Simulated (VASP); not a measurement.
Set up this calculation in VASP 6.6.1, as the native input.

* Task: single point
* Functional: LDA
* Potentials or basis: VASP PAW LDA potentials, release 64 (Ba_sv, Sn_d)
* Cutoff: 520 eV
* k mesh: 12 × 12 × 6
* Occupations: gaussian, width 0.1 eV
* Spin: no spin polarisation
* Dipole correction: no
* Further INCAR settings: ALGO = Fast; EDIFF = 1e-06; NBANDS = 49

The structure of BaSn5 lies in POSCAR:

```
BaSn5
1.0
    5.2839791591      0.0000000000      0.0000000000
   -2.6419895795      4.5760601849      0.0000000000
    0.0000000000      0.0000000000      6.9730283627
Ba Sn
1 5
Direct
    0.0000000000      0.0000000000      0.5000000000
    0.6666666667      0.3333333333      0.7886594521
    0.0000000000      0.0000000000      0.0000000000
    0.6666666667      0.3333333333      0.2113405479
    0.3333333333      0.6666666667      0.2113405479
    0.3333333333      0.6666666667      0.7886594521
```

These files were run (other wordings do the same):

INCAR

```
SYSTEM = BaSn5
PREC = Accurate
ENCUT = 520
EDIFF = 1E-6
ISMEAR = 0
SIGMA = 0.1
LREAL = .False.
LASPH = .True.
NELM = 80
ALGO = Fast
ISIF = 2
LWAVE = .False.
LCHARG = .True.
LELF = .True.
LVHAR = .True.
NBANDS = 49
```

KPOINTS

```
regular mesh
0
Gamma
  12 12 6
  0 0 0
```

Potentials or basis: VASP PAW LDA potentials, release 64 (Ba_sv, Sn_d).

The run is started by

```bash
$ cat potpaw_LDA.64/Ba_sv/POTCAR potpaw_LDA.64/Sn_d/POTCAR > POTCAR
$ mpirun -np 1 vasp_std > vasp.out
```

It gave:

```
Pressure               : 0.3 GPa
Largest force          : 0.015 eV/Å
Band gap on the k mesh : zero (bands 40 and 41 overlap by 2.92 eV)
```

Caveat: spin-orbit coupling is left out, which moves the levels of the heavy elements.

Wall time 16 min on 1 thread of Intel(R) Xeon(R) Platinum 8259CL CPU @ 2.50GHz (Skylake/Cascade Lake), on a shared host, peak memory 0.57 GiB.
